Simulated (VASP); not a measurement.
A run of VASP 6.6.1:

INCAR

```
  PREC = Accurate
  ENCUT = 520
  EDIFF = 1E-6
  ISMEAR = 0
  SIGMA = 0.1
  LREAL = False
  LASPH = True
  NELM = 60
  ALGO = Normal
  ISIF = 2
  LWAVE = False
  LCHARG = True
  GGA = PE
  LELF = True
  LVHAR = True
  NBANDS = 19
```

KPOINTS

```
Automatic mesh
0
Gamma
  6 6 6
```

Contents of POSCAR:

```
HfB4
1.0
    1.7228533800      0.9946898600      4.5637827900
   -1.7228533800      0.9946898600      4.5637827900
    0.0000000000     -1.9893797300      4.5637827900
Hf B
1 4
Direct
    0.5000000000      0.5000000000      0.5000000000
    0.6493987700      0.6493987700      0.6493987700
    0.3506012300      0.3506012300      0.3506012300
    0.7960845400      0.7960845400      0.7960845400
    0.2039154600      0.2039154600      0.2039154600
```

Potentials or basis: VASP PAW PBE potentials, release 64 (Hf_pv, B).

The run is started by

```console
$ cat potpaw_PBE.64/Hf_pv/POTCAR potpaw_PBE.64/B/POTCAR > POTCAR
$ mpirun -np 1 vasp_std > vasp.out
```

Hardware: 1 thread of AMD EPYC 7R43 64-Core Processor (Zen 3) (shared host).

Question: Estimate the wall time of this run.

Answer: Run time: 55 s on 1 thread of AMD EPYC 7R43 64-Core Processor (Zen 3), with other jobs on the host, peak memory 0.2 GiB. Counts: scf iterations 13, k points 32.
